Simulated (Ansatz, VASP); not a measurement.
**ZnS: VASP beside Ansatz**

Contents of POSCAR:

```
ZnS
1.0
    3.8068506073      0.0000000000      0.0000000000
   -1.9034253037      3.2968293343      0.0000000000
    0.0000000000      0.0000000000      6.2475893693
Zn S
2 2
Direct
    0.3333333333      0.6666666667      0.0054009072
    0.6666666667      0.3333333333      0.5054009072
    0.3333333333      0.6666666667      0.3795990928
    0.6666666667      0.3333333333      0.8795990928
```

Contents of INCAR.step1:

```
SYSTEM = ZnS
PREC = Accurate
ENCUT = 520
EDIFF = 1E-5
ISMEAR = 0
SIGMA = 0.05
LREAL = .FALSE.
LASPH = .TRUE.
NELM = 100
ALGO = Normal
ISIF = 2
LWAVE = .TRUE.
LCHARG = .FALSE.
NBANDS = 26
GGA = PE
```

The input INCAR.step2:

```
SYSTEM = ZnS
PREC = Accurate
ENCUT = 520
EDIFF = 1E-6
ISMEAR = 0
SIGMA = 0.05
LREAL = .FALSE.
LASPH = .TRUE.
NELM = 100
ALGO = Normal
ISIF = 2
LWAVE = .FALSE.
LCHARG = .FALSE.
GGA = PE
LHFCALC = .TRUE.
AEXX = 0.2
PRECFOCK = Normal
NBANDS = 26
ISTART = 1
```

KPOINTS

```
Automatic mesh
0
G
  4 4 2
  0 0 0
```

Input for Ansatz:

```yaml
crystal:
  lattice:
    - [3.8068506073, 0.0, 0.0]
    - [-1.9034253037, 3.2968293343, 0.0]
    - [0.0, 0.0, 6.2475893693]
  atoms:
    - { symbol: Zn, position: [0.3333333333, 0.6666666667, 0.0054009072] }
    - { symbol: Zn, position: [0.6666666667, 0.3333333333, 0.5054009072] }
    - { symbol: S, position: [0.3333333333, 0.6666666667, 0.3795990928] }
    - { symbol: S, position: [0.6666666667, 0.3333333333, 0.8795990928] }
basis:
  ecutwfc: 420
  ecutrho_ratio: 4
kpoints:
  mp_grid: { grid: [4, 4, 2] }
hamiltonian:
  xc: { exchange: pbe, correlation: pbe, exx: { coeff: 0.2 } }
scf:
  occupations: { method: gaussian, width: 0.05 }
  n_extra_bands: 11
output:
  forces: true
  stress: true
  eigenvalues: true
  populations: true
  dos: { projected: true, de: 0.02 }
  write_density: true
  write_potential: true
  elf: true
  volumetric_format: npy
```

Alike in both runs: task single point; functional PBE-based global hybrid with a share of 0.2 of exact exchange; k mesh 4 × 4 × 2; occupations gaussian, width 0.05 eV; no spin polarisation.

|  | VASP | Ansatz |
| --- | --- | --- |
| version | VASP 6.6.1 | Ansatz 0.2.0 |
| potentials or method | VASP PAW PBE potentials, release 64 (Zn, S), cutoff 520 eV | scalar-relativistic, plane waves, PAW |
| valence electrons in the cell | 36 | 36 |

```csv
,VASP,Ansatz,Ansatz less VASP
gap on the k mesh at the Fermi level (eV),3.77,3.75,-0.026
least direct gap on the mesh (eV),3.77,3.75,-0.026
pressure (GPa),1.5,1.5,+0.05
"traceless stress, the component that is largest in VASP (GPa)",-0.30,-0.31,-0.007
rms of the force components (eV/Å),0.004,0.004,-0.0007
```

VASP's potentials were made for PBE, not for PBE-based global hybrid. Atom by atom the forces differ by 0.001 eV/Å (rms over components). Ansatz's warnings: stress exchange threshold loose, stress scf threshold loose.

The k mesh is coarse, so the values compare programs but aren't converged.
